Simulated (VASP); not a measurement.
## GaSb (GaSb (F-43m)): relaxation of cell and atoms with r2SCAN

GaSb (GaSb (F-43m)):

```
Ga Sb
1.0
     0.00000    3.06860    3.06860
     3.06860    0.00000    3.06860
     3.06860    3.06860    0.00000
Ga Sb
1 1
Direct
  0.00000 0.00000 0.00000
  0.25000 0.25000 0.25000
```

```yaml
Program: VASP 6.6.1
Task: relaxation of cell and atoms
Functional: r2SCAN
Potentials_or_basis: VASP PAW PBE potentials, release 64 (Ga_d, Sb)
Cutoff: 550 eV
k_mesh: 8 × 8 × 8
Occupations: gaussian, width 0.01 eV
Spin: no spin polarisation
Dipole_correction: no
Further_INCAR_settings: ALGO = Normal; EDIFF = 1e-07; IBRION = 2; EDIFFG = -0.005; NSW = 80; ISIF = 3
```

```json
{
 "Relaxed volume": "28.85 Å³/atom",
 "Relaxed cell": "a = 4.338 Å, b = 4.338 Å, c = 4.338 Å, α = 60.00°, β = 60.00°, γ = 60.00°",
 "Space group after relaxing (to 0.05 Å)": "F-43m (No. 216)",
 "Energy gained by relaxing": "0.0 meV/atom",
 "Ionic steps": "3",
 "Pressure after relaxing": "0.0 GPa",
 "Band gap on the k mesh": "0.39 eV, direct"
}
```

Final structure:
```cif
data_structure
_symmetry_space_group_name_H-M 'P 1'
_symmetry_Int_Tables_number 1
_cell_length_a 4.3375
_cell_length_b 4.3375
_cell_length_c 4.3375
_cell_angle_alpha 60.000
_cell_angle_beta 60.000
_cell_angle_gamma 60.000
_cell_volume 57.70
loop_
_atom_site_label
_atom_site_type_symbol
_atom_site_fract_x
_atom_site_fract_y
_atom_site_fract_z
_atom_site_occupancy
Ga1 Ga 0.00000 0.00000 0.00000 1
Sb1 Sb 0.25000 0.25000 0.25000 1
```

Levels at points of the mesh, in eV from the valence-band top:
```tsv
k point	band 7	band 8	band 9	band 10	band 11	band 12
(0.00, 0.00, 0.00)	0.00	0.00	0.00	0.39	2.98	2.98
(0.50, 0.00, 0.00)	-6.54	-1.20	-1.20	0.67	4.01	4.01
(0.50, 0.50, 0.00)	-7.01	-2.67	-2.67	1.13	1.49	9.21
```

Wall time 5.7 min on 1 thread of AMD EPYC 9R45 (Zen 5), with other jobs on the host, peak memory 0.19 GiB.

Caveat: the PAW data sets were made with another functional, which shifts forces and pressure a little; spin-orbit coupling is left out, which moves the levels of the heavy elements. A k mesh can miss the band edges.
